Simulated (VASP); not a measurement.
Input of a VASP 6.6.1 run:

The input POSCAR:

```
AgCl
1.0
    3.3955880419     -0.0419355123      0.0000000000
   -0.0419355123      3.3955880419      0.0000000000
    0.0000000000      0.0000000000      3.3955880419
Ag Cl
1 1
Direct
    0.0000000000      0.0000000000      0.0000000000
    0.5000000000      0.5000000000      0.5000000000
```

File INCAR.step1:

```
ALGO = Normal
EDIFF = 1E-5
ENCUT = 520
GGA = PE
ISIF = 2
ISMEAR = 0
LASPH = T
LREAL = F
LWAVE = T
NBANDS = 16
NELM = 100
PREC = Accurate
SIGMA = 0.01
```

File INCAR.step2:

```
ALGO = Normal
EDIFF = 1E-7
ENCUT = 520
GGA = PE
HFSCREEN = 0.2079
ISIF = 2
ISMEAR = 0
ISTART = 1
LASPH = T
LCHARG = T
LELF = T
LHFCALC = T
LREAL = F
LVHAR = T
LWAVE = F
NBANDS = 16
NELM = 100
PREC = Accurate
PRECFOCK = Normal
SIGMA = 0.01
```

Contents of KPOINTS:

```
k-points
0
Gamma
  6 6 6
```

Potentials or basis: VASP PAW PBE potentials, release 64 (Ag, Cl).

The run is started by

```sh
$ cat potpaw_PBE.64/Ag/POTCAR potpaw_PBE.64/Cl/POTCAR > POTCAR
$ cp INCAR.step1 INCAR
$ mpirun -np 1 vasp_std > vasp.out
$ cp INCAR.step2 INCAR
$ mpirun -np 1 vasp_std > vasp.out
```

(1) Predict the band gap on the k mesh.

(2) Estimate the pressure.

Answers

(1) 1.92 eV (least direct gap 3.52 eV).

(2) 1.2 GPa.

Caveat: the cell differs from its parent crystal (shear xy strain -2.5%); the structure was generated, so it needn't be the stable form of AgCl; the PAW data sets were made with another functional, which shifts forces and pressure a little.
